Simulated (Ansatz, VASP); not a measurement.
**Two plane-wave programs on HfMo**

The input INCAR:

```
SYSTEM = HfMo
PREC = Accurate
ENCUT = 600
EDIFF = 1E-6
ISMEAR = 0
SIGMA = 0.1
LREAL = .FALSE.
LASPH = .TRUE.
NELM = 100
ALGO = Fast
ISIF = 3
LWAVE = .FALSE.
LCHARG = .FALSE.
GGA = PE
IBRION = 2
NSW = 100
EDIFFG = -0.01
```

File KPOINTS:

```
regular mesh
0
G
  16 16 16
  0 0 0
```

The input POSCAR:

```
HfMo
1.0
    3.3405330562      0.0000000000      0.0000000000
    0.0000000000      3.3405330562      0.0000000000
    0.0000000000      0.0000000000      3.3405330562
Hf Mo
1 1
Direct
    0.0000000000      0.0000000000      0.0000000000
    0.5000000000      0.5000000000      0.5000000000
```

Input for Ansatz:

```yaml
crystal:
  lattice:
    - [3.3405330562, 0.0, 0.0]
    - [0.0, 3.3405330562, 0.0]
    - [0.0, 0.0, 3.3405330562]
  atoms:
    - { symbol: Hf, position: [0.0, 0.0, 0.0] }
    - { symbol: Mo, position: [0.5, 0.5, 0.5] }
basis:
  ecutwfc: 420
kpoints:
  mp_grid: { grid: [16, 16, 16] }
hamiltonian:
  xc: pbe
scf:
  occupations: { method: gaussian, width: 0.1 }
output:
  forces: true
  stress: true
  eigenvalues: true
relax:
  adjacent_minimum: "off"
  f_tol: 0.01
  max_steps: 80
  cell: { stress_tol: 0.05 }
```

Alike in both runs: task relaxation of cell and atoms; functional PBE; k mesh 16 × 16 × 16; occupations gaussian, width 0.1 eV; no spin polarisation.

```csv
,VASP,Ansatz
version,VASP 6.6.1,Ansatz 0.2.0
potentials or method,"VASP PAW PBE potentials, release 64 (Hf_pv, Mo_sv), cutoff 600 eV","scalar-relativistic, plane waves, PAW"
valence electrons in the cell,24,40
```

VASP gave:

```
gap on the k mesh at the Fermi level, each at its own relaxed structure (eV) : none
relaxed volume (Å³/atom)                                                     : 18.33
relaxed cell length with the largest relative difference (Å)                 : 3.322
```

What did Ansatz give for the same quantities?

gap on the k mesh at the Fermi level, each at its own relaxed structure (eV): none; relaxed volume (Å³/atom): 18.38; relaxed cell length with the largest relative difference (Å): 3.325.

A gap of «none» marks a metal or a gap that the smearing closes. VASP's potentials hold 24 valence electrons a cell and Ansatz's 40, so a difference there can come from the potentials and not from the codes.

Spin-orbit coupling is off throughout.
